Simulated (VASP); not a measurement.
# SnO2: relaxation of cell and atoms with PBE

Crystal: SnO2.

```
Sn O
1.0
     4.71815    0.00000    0.00000
     0.00000    4.71815    0.00000
     0.00000    0.00000    3.18216
Sn O
2 4
Direct
  0.50000 0.50000 0.50000
  0.00000 0.00000 0.00000
  0.19389 0.80611 0.50000
  0.80611 0.19389 0.50000
  0.30611 0.30611 0.00000
  0.69389 0.69389 0.00000
```

```
Program                : VASP 6.6.1
Task                   : relaxation of cell and atoms
Functional             : PBE
Potentials or basis    : VASP PAW PBE potentials, release 64 (Sn_d, O)
Cutoff                 : 600 eV
k mesh                 : 6 × 6 × 8
Occupations            : gaussian, width 0.02 eV
Spin                   : no spin polarisation
Target pressure        : 12 GPa
Dipole correction      : no
Further INCAR settings : ALGO = Normal; EDIFF = 1e-06; IBRION = 2; EDIFFG = -0.008; NSW = 70; ISIF = 3
```

| Property | Result |
| --- | --- |
| Relaxed volume | 11.86 Å³/atom |
| Relaxed cell | a = 4.711 Å, b = 4.711 Å, c = 3.207 Å, α = 90.00°, β = 90.00°, γ = 90.00° |
| Space group after relaxing (to 0.05 Å) | P4_2/mnm (No. 136) |
| Energy change on relaxing (the enthalpy is what falls) | -5.2 meV/atom |
| Ionic steps | 6 |
| Pressure after relaxing | 12.0 GPa |
| Largest force after relaxing | 0.006 eV/Å |
| Band gap on the k mesh | 1.26 eV, direct |

Forces in eV/Å, atoms in the order of the input:
```
Sn   0.000  0.000  0.000
Sn   0.000  0.000  0.000
O   -0.005  0.005  0.000
O    0.005 -0.005  0.000
O    0.005  0.005  0.000
O   -0.005 -0.005  0.000
```

Step by step:
| step | energy change (eV) | largest force (eV/Å) | pressure (GPa) | volume (Å³) |
| --- | --- | --- | --- | --- |
| 1 | 0.0000 | 0.1513 | 13.60 | 70.84 |
| 2 | -0.0878 | 0.1290 | 9.03 | 72.05 |
| 3 | -0.0454 | 0.0218 | 11.51 | 71.37 |
| 4 | -0.0292 | 0.0301 | 12.08 | 71.14 |
| 5 | -0.0303 | 0.0266 | 12.04 | 71.16 |
| 6 | -0.0311 | 0.0064 | 12.00 | 71.17 |

Final structure:
```yaml
crystal:
  lattice:
    - [4.71090, 0.00000, 0.00000]
    - [0.00000, 4.71090, 0.00000]
    - [0.00000, 0.00000, 3.20679]
  atoms:
    - { symbol: Sn, position: [0.50000, 0.50000, 0.50000] }
    - { symbol: Sn, position: [0.00000, 0.00000, 0.00000] }
    - { symbol: O, position: [0.19445, 0.80555, 0.50000] }
    - { symbol: O, position: [0.80555, 0.19445, 0.50000] }
    - { symbol: O, position: [0.30555, 0.30555, 0.00000] }
    - { symbol: O, position: [0.69445, 0.69445, 0.00000] }
```

Levels at points of the mesh, in eV from the valence-band top:
| k point | band 22 | band 23 | band 24 | band 25 | band 26 | band 27 | band 28 | band 29 | band 30 | band 31 |
| --- | --- | --- | --- | --- | --- | --- | --- | --- | --- | --- |
| (0.00, 0.00, 0.00) | -1.26 | -1.26 | -0.77 | -0.77 | 0.00 | 1.26 | 6.14 | 6.27 | 6.27 | 10.45 |
| (0.50, 0.00, 0.00) | -1.99 | -1.22 | -1.22 | -0.62 | -0.62 | 4.48 | 4.48 | 7.06 | 7.06 | 11.15 |
| (0.50, 0.50, 0.00) | -2.03 | -1.35 | -1.35 | -0.89 | -0.89 | 4.89 | 4.89 | 7.52 | 7.52 | 11.17 |
| (0.00, 0.00, 0.50) | -2.65 | -1.68 | -1.68 | -1.26 | -1.26 | 6.23 | 6.23 | 9.83 | 9.83 | 10.60 |
| (0.50, 0.00, 0.50) | -1.74 | -1.10 | -1.10 | -0.67 | -0.67 | 6.53 | 6.53 | 8.17 | 8.17 | 10.98 |
| (0.50, 0.50, 0.50) | -2.33 | -0.95 | -0.95 | -0.82 | -0.82 | 4.89 | 4.89 | 8.96 | 8.96 | 10.99 |

It took 3 min on 1 thread of Intel(R) Xeon(R) Platinum 8559C (Emerald Rapids), on a shared host, peak memory 0.27 GiB.

Caveat: the cell is relaxed towards a set pressure, so the enthalpy falls and the energy may rise; spin-orbit coupling is left out, which moves the levels of the heavy elements. As with any semilocal functional, this PBE gap is likely too small.
